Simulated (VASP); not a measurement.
Here is a VASP 6.6.1 calculation.

Contents of INCAR:

```
SYSTEM = CdSe
  PREC = Accurate
  ENCUT = 520
  EDIFF = 1E-8
  ISMEAR = -1
  SIGMA = 0.03
  LREAL = .False.
  LASPH = .True.
  NELM = 60
  ALGO = Normal
  ISIF = 2
  LWAVE = .False.
  LCHARG = .False.
  GGA = CA
  LEFG = .True.
  NBANDS = 16
```

KPOINTS

```
Automatic mesh
0
Gamma
  8 8 8
  0 0 0
```

The input POSCAR:

```
CdSe
1.0
    0.0000000000      3.0906047130      3.0906047130
    3.0906047130      0.0000000000      3.0906047130
    3.0906047130      3.0906047130      0.0000000000
Cd Se
1 1
Direct
    0.0000000000      0.0000000000      0.0000000000
    0.2500000000      0.2500000000      0.2500000000
```

Potentials or basis: VASP PAW LDA potentials, release 64 (Cd, Se).

Run with:

```console
$ cat potpaw_LDA.64/Cd/POTCAR potpaw_LDA.64/Se/POTCAR > POTCAR
$ mpirun -np 1 vasp_std > vasp.out
```

What does it give for the band gap on the k mesh?

0.26 eV, direct.

Predict the pressure.

-3.7 GPa.

Caveat: without QUAD_EFG the Cq values of the log hold for a quadrupole moment of 1 mb, not for the nuclei.
